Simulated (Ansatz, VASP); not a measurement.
**One calculation of H, two programs**

```
H
1.0
     0.00000    1.13490    1.13490
     1.13490    0.00000    1.13490
     1.13490    1.13490    0.00000
H
1
Direct
  0.00000 0.00000 0.00000
```

Alike in both runs: functional PBEsol; k mesh 8 × 8 × 8; occupations gaussian, width 0.1 eV; no spin polarisation.

Ansatz relaxed the structure, and its values are those at the end. VASP's run is a single point on that final structure, the one shown.

|  | VASP | Ansatz |
| --- | --- | --- |
| version | VASP 6.6.1 | Ansatz 0.2.0 |
| potentials or method | VASP PAW PBE potentials, release 64 (H), cutoff 520 eV | scalar-relativistic, plane waves, PAW |
| valence electrons in the cell | 1 | 1 |

|  | VASP | Ansatz | Ansatz less VASP |
| --- | --- | --- | --- |
| gap on the k mesh at the Fermi level (eV) | none | none | - |
| pressure (GPa) | -0.6 | 0.1 | +0.67 |

VASP's potentials were made for PBE, not for PBEsol. A gap of «none» marks a metal or a gap that the smearing closes. The functional is the same, so the differences come from potentials, cutoffs and numerics.

The k mesh is coarse, so the values compare programs but aren't converged.
